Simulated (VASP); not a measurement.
Write the native input for VASP 6.6.1 that does the following.

| Property | Result |
| --- | --- |
| Task | single point |
| Functional | LDA |
| Potentials or basis | VASP PAW LDA potentials, release 64 (Ti_sv) |
| Cutoff | 520 eV |
| k mesh | 22 × 22 × 22 |
| Occupations | gaussian, width 0.15 eV |
| Spin | collinear spin |
| Starting moments | [0.875] μB |
| Fixed moment | 0.875 μB |
| Dipole correction | no |
| Further INCAR settings | ALGO = Normal; EDIFF = 1e-06; NBANDS = 16 |

The structure of Ti lies in POSCAR:

```
Ti
1.0
    0.0000000000      1.9170669191      1.9170669191
    1.9170669191      0.0000000000      1.9170669191
    1.9170669191      1.9170669191      0.0000000000
Ti
1
Direct
    0.0000000000      0.0000000000      0.0000000000
```

This isn't the form of Ti at room conditions, which is hcp.

These files were run (other wordings do the same):

INCAR

```
PREC = Accurate ; ENCUT = 520
EDIFF = 1E-6 ; ISMEAR = 0
SIGMA = 0.15 ; LREAL = F
LASPH = T ; NELM = 150
ALGO = Normal ; ISIF = 2
LWAVE = F ; LCHARG = T
ISPIN = 2 ; MAGMOM = 0.875
LORBIT = 11 ; NUPDOWN = 0.875
LMAXMIX = 4 ; LELF = T
LVHAR = T ; NBANDS = 16
```

KPOINTS

```
regular mesh
0
Gamma
  22 22 22
```

Potentials or basis: VASP PAW LDA potentials, release 64 (Ti_sv).

Launch:

```console
$ cat potpaw_LDA.64/Ti_sv/POTCAR > POTCAR
$ mpirun -np 1 vasp_std > vasp.out
```

Results of the run:

- Pressure: 23.3 GPa
- Net moment: 0.87 μB per cell
- Site moments: Ti +0.65 μB
- Valence electrons inside the program's atomic spheres: Ti 10.58

Caveat: the cell stands under pressure; the total moment is fixed, so each spin has its own Fermi level and the state may be an excited one.

Run time: 65 s on 1 thread of AMD EPYC 9R45 96-Core Processor (Zen 5), on a shared host, peak memory 0.18 GiB.
